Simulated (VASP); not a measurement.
Input of a VASP 6.6.1 run:

Contents of INCAR:

```
SYSTEM = PtS2
ALGO     = Normal         ! electronic algorithm
EDIFF    = 1E-6           ! SCF threshold, eV
ENCUT    = 520            ! plane-wave cutoff, eV
GGA      = CA             ! functional
ISIF     = 2              ! what is computed and relaxed
ISMEAR   = 0              ! smearing method
LASPH    = .True.         ! aspherical terms in the spheres
LCHARG   = .False.        ! write CHGCAR
LREAL    = .False.        ! projectors in reciprocal space
LWAVE    = .False.        ! write WAVECAR
NBANDS   = 18             ! bands
NELM     = 80             ! most SCF steps
PREC     = Accurate       ! precision mode
SIGMA    = 0.01           ! smearing width, eV
```

The input KPOINTS:

```
k-points
0
Gamma
  6 6 4
  0 0 0
```

POSCAR

```
PtS2
1.0
    3.5526240946      0.0000000000      0.0000000000
   -1.7763120473      3.0766627160      0.0000000000
    0.0000000000      0.0000000000      5.1228306135
Pt S
1 2
Direct
    0.0000000000      0.0000000000      0.0000000000
    0.3333333333      0.6666666667      0.2392542175
    0.6666666667      0.3333333333      0.7607457825
```

Potentials or basis: VASP PAW LDA potentials, release 64 (Pt, S).

Command:

```bash
$ cat potpaw_LDA.64/Pt/POTCAR potpaw_LDA.64/S/POTCAR > POTCAR
$ mpirun -np 1 vasp_std > vasp.out
```

(1) What does it give for the pressure?

(2) Estimate the band gap on the k mesh.

Results:

(1) -4.0 GPa.

(2) 0.74 eV, indirect (least direct gap 1.33 eV).

Caveat: spin-orbit coupling is left out, which moves the levels of the heavy elements.
